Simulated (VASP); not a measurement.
Input of a VASP 6.6.1 run:

The input POSCAR:

```
InP
1.0
    0.0000000000      2.9744575000      2.9305000000
    2.9744575000      0.0000000000      2.9305000000
    2.9744575000      2.9744575000      0.0000000000
In P
1 1
Direct
    0.0000000000      0.0000000000      0.0000000000
    0.7500000000      0.7500000000      0.7500000000
```

Contents of INCAR.step1:

```
ALGO = Normal ; EDIFF = 1E-4
ENCUT = 520 ; GGA = PE
ISMEAR = 0 ; LASPH = True
LCHARG = False ; LREAL = False
LWAVE = True ; NBANDS = 16
NELM = 80 ; PREC = Accurate
SIGMA = 0.05
```

INCAR.step2

```
ALGO = Normal ; EDIFF = 1E-6
ENCUT = 520 ; ISIF = 2
ISMEAR = 0 ; ISTART = 1
LASPH = True ; LCHARG = False
LMIXTAU = True ; LREAL = False
LWAVE = False ; METAGGA = R2SCAN
NBANDS = 16 ; NELM = 80
PREC = Accurate ; SIGMA = 0.05
```

The input KPOINTS:

```
k-points
0
Gamma
  8 8 8
```

Potentials or basis: VASP PAW PBE potentials, release 64 (In_d, P).

Run with:

```sh
$ cat potpaw_PBE.64/In_d/POTCAR potpaw_PBE.64/P/POTCAR > POTCAR
$ cp INCAR.step1 INCAR
$ mpirun -np 1 vasp_std > vasp.out
$ cp INCAR.step2 INCAR
$ mpirun -np 1 vasp_std > vasp.out
```

Q: Estimate the band gap on the k mesh.

A: 0.95 eV, direct.

Q: Predict the pressure.

A: -0.5 GPa.

Stress tensor (GPa, compression positive):
```
-0.75  0.00  0.00
 0.00 -0.75  0.00
 0.00  0.00 -0.10
```

Caveat: the cell differs from its parent crystal (strain +0.015 along x and y, +0.000 along z); the PAW data sets were made with another functional, which shifts forces and pressure a little; spin-orbit coupling is left out, which moves the levels of the heavy elements.
